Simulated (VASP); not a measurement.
# Si8C7 (a cell with a defect): single point with PBEsol

Si8C7 (a cell with a defect):

```
CELL_PARAMETERS angstrom
0.00000 4.35685 4.35685
4.35685 0.00000 4.35685
4.35685 4.35685 0.00000
ATOMIC_POSITIONS crystal
Si 0.99947 0.99683 0.99947
Si 0.50436 0.49682 0.49783
Si 0.00370 0.99338 0.50325
Si 0.50348 0.50102 0.00047
Si 0.99826 0.50077 0.00211
Si 0.50176 0.00393 0.49519
Si 0.50120 0.00300 0.99990
Si 0.99608 0.50020 0.50642
C 0.12430 0.12873 0.12691
C 0.12369 0.11819 0.63245
C 0.62664 0.62021 0.12726
C 0.12833 0.62867 0.12357
C 0.62320 0.12768 0.62182
C 0.62644 0.12149 0.12175
C 0.12707 0.63076 0.61794
```

```json
{
  "Program": "VASP 6.6.1",
  "Task": "single point",
  "Functional": "PBEsol",
  "Potentials or basis": "VASP PAW PBE potentials, release 64 (Si, C)",
  "Cutoff": "520 eV",
  "k mesh": "2 × 2 × 2, shifted",
  "Occupations": "fermi-dirac, width 0.05 eV",
  "Spin": "no spin polarisation",
  "Dipole correction": "no",
  "Charge": "-2",
  "Further INCAR settings": "ALGO = Normal; EDIFF = 1e-06; NBANDS = 43; NELECT = 62.0"
}
```

```yaml
Largest_force: 1.824 eV/Å
```

Forces in eV/Å, atoms in the order of the input:
```
Si   0.825  0.576  0.520
Si   1.395  0.728  0.922
Si   0.410 -0.939  0.565
Si  -1.307 -1.021  0.571
Si  -0.315  0.110  0.452
Si  -0.808  0.803 -1.259
Si  -0.434 -0.490 -0.716
Si   0.465 -1.074 -0.955
C   -0.498 -0.045 -0.290
C   -0.242 -0.404  0.744
C    0.418 -0.363  0.772
C   -0.205  0.135 -0.757
C   -0.182  0.877 -0.155
C    0.530  0.149  0.451
C   -0.053  0.957 -0.866
```

Levels at points of the mesh, in eV from the Fermi level:
```csv
k point,band 28,band 29,band 30,band 31,band 32,band 33,band 34,band 35
"(0.25, 0.25, 0.25)",-3.04,-2.92,-0.15,-0.10,-0.07,0.36,1.61,1.66
```

Run time: 3.5 min on 1 thread of Intel(R) Xeon(R) Platinum 8259CL CPU @ 2.50GHz (Skylake/Cascade Lake) (shared host), peak memory 0.34 GiB.

Caveat: the k points lie up to 0.62 Å⁻¹ apart; the cell carries a net charge on a neutralising background, which shifts energy and pressure; the cell is charged against a uniform background, so pressure and absolute levels hang on convention; the PAW data sets were made with another functional, which shifts forces and pressure a little.
